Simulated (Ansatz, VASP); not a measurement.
# Ti in VASP and in Ansatz

```
Ti
1.0
     4.51529    0.00000    0.00000
    -2.25765    3.91036    0.00000
     0.00000    0.00000    2.77081
Ti
3
Direct
  0.00000 0.00000 0.00000
  0.33333 0.66667 0.50000
  0.66667 0.33333 0.50000
```

Change from the starting cell: strain along c alone, the other axes held, atoms relaxed: -1.0 %.

Alike in both runs: task single point; functional PBEsol; k mesh 12 × 12 × 18; occupations gaussian, width 0.1 eV; no spin polarisation.

```csv
,VASP,Ansatz
version,VASP 6.6.1,Ansatz 0.2.0
potentials or method,"VASP PAW PBE potentials, release 64 (Ti_sv), cutoff 520 eV","scalar-relativistic, plane waves, PAW"
valence electrons in the cell,36,36
```

```csv
,VASP,Ansatz,Ansatz less VASP
gap on the k mesh at the Fermi level (eV),none,none,-
pressure (GPa),0.9,1.3,+0.34
"traceless stress, the component that is largest in VASP (GPa)",1.43,1.44,+0.004
```

VASP's potentials were made for PBE, not for PBEsol. A gap of «none» marks a metal or a gap that the smearing closes.
